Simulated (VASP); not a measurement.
# MoS2 in VASP: single point with PBE+D3(BJ)

Aim: the single point of MoS2 with PBE+D3(BJ).

Everything below comes from runs of VASP 6.6.1. Logs are shortened: lines on timing, memory, paths and dates and some standing lists are left out, and cuts for length are marked.

### 1 The cell of the first run

The cell holds a slab with vacuum, 6 atoms: a = 3.135 Å, b = 3.135 Å, c = 23.938 Å, α = 90.00°, β = 90.00°, γ = 120.00°.

### 2 Single point, PBE+D3(BJ)

Input file INCAR:

```
SYSTEM = MoS2
PREC = Accurate
ENCUT = 520
EDIFF = 1E-7
ISMEAR = 0
SIGMA = 0.1
LREAL = .FALSE.
LASPH = .TRUE.
NELM = 80
ALGO = Normal
ISIF = 2
LWAVE = .FALSE.
LCHARG = .FALSE.
LDIPOL = .TRUE.
IDIPOL = 3
DIPOL = 0.5 0.5 0.398
GGA = PE
IVDW = 12
NBANDS = 35
```

Input file KPOINTS:

```
regular mesh
0
G
  12 12 1
  0 0 0
```

Input file POSCAR:

```
MoS2
1.0
    3.1346592718      0.0000000000      0.0000000000
   -1.5673296359      2.7146945616      0.0000000000
    0.0000000000      0.0000000000     23.9375765674
S Mo
4 2
Direct
    0.0000000000      0.0000000000      0.1879889548
    0.3333333333      0.6666666667      0.3224548760
    0.3333333333      0.6666666667      0.4745170528
    0.6666666667      1.3333333333      0.6089829740
    0.6666666667      0.3333333333      0.2552219154
    1.0000000000      1.0000000000      0.5417500134
```

Potentials or basis: VASP PAW PBE potentials, release 64 (S, Mo_sv).

Started as:

```
> cat potpaw_PBE.64/S/POTCAR potpaw_PBE.64/Mo_sv/POTCAR > POTCAR
> mpirun -np 1 vasp_std > vasp.out
```

OUTCAR:

```text
SYSTEM = MoS2
   PREC = Accurate
   ENCUT = 520
   EDIFF = 1E-7
   ISMEAR = 0
   LREAL = .FALSE.
   LASPH = .TRUE.
   NELM = 80
   ISIF = 2
   GGA = PE
   IVDW = 12
 IVDW          = 12

 ion  position               nearest neighbor table
   1  0.000  0.000  0.188-   5 2.42   5 2.42   5 2.42
   2  0.333  0.667  0.322-   5 2.42   5 2.42   5 2.42
   3  0.333  0.667  0.475-   6 2.42   6 2.42   6 2.42
   4  0.667  0.333  0.609-   6 2.42   6 2.42   6 2.42
   5  0.667  0.333  0.255-   2 2.42   1 2.42   2 2.42   1 2.42   1 2.42   2 2.42
   6  0.000  0.000  0.542-   3 2.42   4 2.42   3 2.42   4 2.42   3 2.42   4 2.42

  LATTYP: Found a hexagonal cell.
 ALAT       =     3.1346592718
 C/A-ratio  =     7.6364205777

  Lattice vectors:

 A1 = (   3.1346592718,   0.0000000000,   0.0000000000)
 A2 = (  -1.5673296359,   2.7146945616,   0.0000000000)
 A3 = (   0.0000000000,   0.0000000000,  23.9375765674)

Analysis of symmetry for initial positions (statically):
=====================================================================
 Subroutine PRICEL returns:
 Original cell was already a primitive cell.

 Routine SETGRP: Setting up the symmetry group for a
 hexagonal supercell.

 Subroutine GETGRP returns: Found 12 space group operations
 (whereof  6 operations were pure point group operations)
 out of a pool of 24 trial point group operations.

The static configuration has the point symmetry C_3v.
 The point group associated with its full space group is D_3d.

Analysis of symmetry for dynamics (positions and initial velocities):
=====================================================================
 Subroutine PRICEL returns:
 Original cell was already a primitive cell.

 Routine SETGRP: Setting up the symmetry group for a
 hexagonal supercell.

 Subroutine GETGRP returns: Found 12 space group operations
 (whereof  6 operations were pure point group operations)
 out of a pool of 24 trial point group operations.

The dynamic configuration has the point symmetry C_3v.
 The point group associated with its full space group is D_3d.

 Subroutine INISYM returns: Found 12 space group operations
 (whereof  6 operations are pure point group operations),
 and found     1 'primitive' translations

----------------------------------------------------------------------------------------

                                     Primitive cell

  volume of cell :     203.7002

  direct lattice vectors                    reciprocal lattice vectors
[... 100 lines left out ...]
   NELECT =      52.0000    total number of electrons
   NUPDOWN=      -1.0000    fix difference up-down
   EMIN   =  10.00;   EMAX   =-10.00  energy-range for DOS
   EFERMI =   0.00;   METHOD = LEGACY
   ISMEAR =     0;   SIGMA  =   0.10  broadening in eV -4-tet -1-fermi 0-gaus
   EFERMI_NEDOS =   21; number of points for ismear=-14 and -15
   IALGO  =     38    algorithm
   IMIX   =      4    mixing-type and parameters
     AMIX     =   0.40;   BMIX     =  1.00
     AMIX_MAG =   1.60;   BMIX_MAG =  1.00
  volume/ion in A,a.u.               =      33.95       229.11
  Fermi-wavevector in a.u.,A,eV,Ry     =   1.038513  1.962506 14.674021  1.078510
  Thomas-Fermi vector in A             =   2.173001
   LORBIT       =      0    0 simple, 1 ext, 2 COOP (PROOUT), +10 PAW based schemes
   GGA     = PE    functional components
   LHFCALC =     F    Hartree Fock is set to
   AEXX    =    0.0000 exact exchange contribution
   IVDW    =    12    specifies the selected vdW correction
   LEPSILON=     F    determine dielectric tensor
   LRPA    =     F    only Hartree local field effects (RPA)
 non-spin polarized calculation
 Gauss-broadening in eV      SIGMA  =   0.10
  energy-cutoff  :      520.00
  volume of cell :      203.70
 maximum number of plane-waves:      5520
 NGX is ok and might be reduce to    24
   NGX = 11   NGY = 11   NGZ = 89

 dipolmoment           0.000000      0.000000      0.000013 electrons x Angstroem

 number of electron      52.0000005 magnetization

 dipolmoment           0.000000      0.000000     -0.000000 electrons x Angstroem

 Free energy of the ion-electron system (eV)
  ---------------------------------------------------
  ext. energy  EPLUGINS =         0.00000000
  ---------------------------------------------------
  free energy    TOTEN  =       -41.98532647 eV

  energy without entropy =      -41.96809350  energy(sigma->0) =      -41.97670999

 E-fermi :   1.6497     XC(G=0):  -6.1839

 val. band max:        1.6348901703   @ k =   0.1667   0.1667   0.0000
 cond. band min:       1.6683404827   @ k =   0.2500   0.2500   0.0000
 fundamental gap:      0.0334503123
 Fermi energy:         1.6497246051

 k-point     1 :       0.0000    0.0000    0.0000
  band No.  band energies     occupation
      1     -60.1084      2.00000
      2     -60.1084      2.00000
      3     -34.1911      2.00000
      4     -34.1911      2.00000
      5     -34.0491      2.00000
      6     -34.0491      2.00000
[... 711 lines left out ...]
     34       5.0950      0.00000
     35       8.2371      0.00000

------------------------ aborting loop because EDIFF is reached ----------------------------------------

 vacuum level on the upper side and lower side of the slab       (xc-potential included)        -0.092        -0.092

 Edisp (eV)   -2.13079

 E8    (eV) :    -0.8917

  FORCE on cell =-STRESS in cart. coord.  units (eV):
  Direction    XX          YY          ZZ          XY          YZ          ZX
  --------------------------------------------------------------------------------------
  -------------------------------------------------------------------------------------
  Total      -0.19168    -0.19168    -0.65714     0.00000    -0.00000     0.00000
  in kB      -1.50765    -1.50765    -5.16868     0.00000    -0.00000     0.00000
  external pressure =       -2.73 kB  Pullay stress =        0.00 kB

 VOLUME and BASIS-vectors are now :
 -----------------------------------------------------------------------------
  energy-cutoff  :      520.00
  volume of cell :      203.70
      direct lattice vectors                 reciprocal lattice vectors
     3.134659272  0.000000000  0.000000000     0.319013938  0.184182783  0.000000000
    -1.567329636  2.714694562  0.000000000     0.000000000  0.368365566  0.000000000
     0.000000000  0.000000000 23.937576567     0.000000000  0.000000000  0.041775323

 POSITION                                       TOTAL-FORCE (eV/Angst)
 -----------------------------------------------------------------------------------
      0.00000      0.00000      4.50000        -0.000000      0.000000      0.029202
     -0.00000      1.80980      7.71879        -0.000000      0.000000      0.014788
     -0.00000      1.80980     11.35879         0.000000     -0.000000     -0.014788
      1.56733      0.90490     14.57758        -0.000000     -0.000000     -0.029202
      1.56733      0.90490      6.10939        -0.000000      0.000000      0.035700
      0.00000      0.00000     12.96818         0.000000      0.000000     -0.035700
 -----------------------------------------------------------------------------------
    total drift:                               -0.000000      0.000000     -0.000008

  FREE ENERGIE OF THE ION-ELECTRON SYSTEM (eV)
  ---------------------------------------------------
  free  energy   TOTEN  =       -44.1161173216 eV

  energy  without entropy=      -44.0988843508  energy(sigma->0) =      -44.10750084

 vacuum level on the upper side and lower side of the slab         6.653         6.654
```

OSZICAR:

```text
N       E                     dE             d eps       ncg     rms          rms(c)
DAV:   1     0.438655486189E+03    0.43866E+03   -0.27966E+04  1562   0.129E+03
DAV:   2    -0.174509561999E+02   -0.45611E+03   -0.44427E+03  1700   0.324E+02
DAV:   3    -0.443389805220E+02   -0.26888E+02   -0.26325E+02  1652   0.719E+01
[... 18 lines left out ...]
DAV:  22    -0.419853257807E+02   -0.76521E-05   -0.59659E-07  1218   0.174E-03    0.839E-04
DAV:  23    -0.419853260857E+02   -0.30504E-06   -0.22707E-08  1026   0.558E-04    0.513E-04
DAV:  24    -0.419853263458E+02   -0.26011E-06   -0.10221E-08   892   0.296E-04    0.261E-04
DAV:  25    -0.419853264695E+02   -0.12364E-06   -0.57971E-09   883   0.209E-04    0.102E-04
DAV:  26    -0.419853264745E+02   -0.50413E-08   -0.76908E-10   824   0.102E-04
   1 F= -.44116117E+02 E0= -.44107501E+02  d E =-.172330E-01
```

stdout:

```text
POSCAR found type information on POSCAR S Mo
 POSCAR found :  2 types and       6 ions
 scaLAPACK will be used
 LDA part: xc-table for (Slater+PW92), standard interpolation
 POSCAR, INCAR and KPOINTS ok, starting setup
 FFT: planning ... GRIDC
 FFT: planning ... GRID_SOFT
 FFT: planning ... GRID
 WAVECAR not read
 entering main loop
```

It took 3.1 min on 1 thread of AMD EPYC 7R13 (Zen 3), shared host; peak memory 0.34 GiB.

What came out:

```
Free energy                : -44.1161 eV
Largest force              : 0.036 eV/Å
Band gap on the k mesh     : zero (bands 26 and 27 overlap by 0.48 eV)
Dispersion energy per atom : -0.355 eV
```

Forces in eV/Å, atoms in the order of the input:
```
S    0.000  0.000  0.029
S    0.000  0.000  0.015
S    0.000  0.000 -0.015
S    0.000  0.000 -0.029
Mo   0.000  0.000  0.036
Mo   0.000  0.000 -0.036
```
